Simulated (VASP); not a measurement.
A run of VASP 6.6.1:

Contents of INCAR:

```
SYSTEM = BP
PREC = Accurate
ENCUT = 500
EDIFF = 1E-6
ISMEAR = 0
SIGMA = 0.01
LREAL = .FALSE.
LASPH = .TRUE.
NELM = 120
ALGO = Normal
ISIF = 2
LWAVE = .FALSE.
LCHARG = .TRUE.
GGA = PE
LELF = .TRUE.
LVHAR = .TRUE.
NBANDS = 11
GGA_COMPAT = .FALSE.
```

The input KPOINTS:

```
regular mesh
0
G
  8 8 8
  0 0 0
```

Contents of POSCAR:

```
BP
1.0
    0.0000000000      2.2521554317      2.2521554317
    2.2521554317      0.0000000000      2.2521554317
    2.2521554317      2.2521554317      0.0000000000
B P
1 1
Direct
    0.0000000000      0.0000000000      0.0000000000
    0.7500000000      0.7500000000      0.7500000000
```

Potentials or basis: VASP PAW PBE potentials, release 64 (B, P).

Command:

```bash
$ cat potpaw_PBE.64/B/POTCAR potpaw_PBE.64/P/POTCAR > POTCAR
$ mpirun -np 1 vasp_std > vasp.out
```

Hardware: 1 thread of AMD EPYC 7R13 Processor (Zen 3) (shared host).

Q: How long does it take, and how much memory?

A: Run time: 5.5 s on 1 thread of AMD EPYC 7R13 Processor (Zen 3), on a shared host, peak memory 0.1 GiB. Counts: scf iterations 12, k points 29.
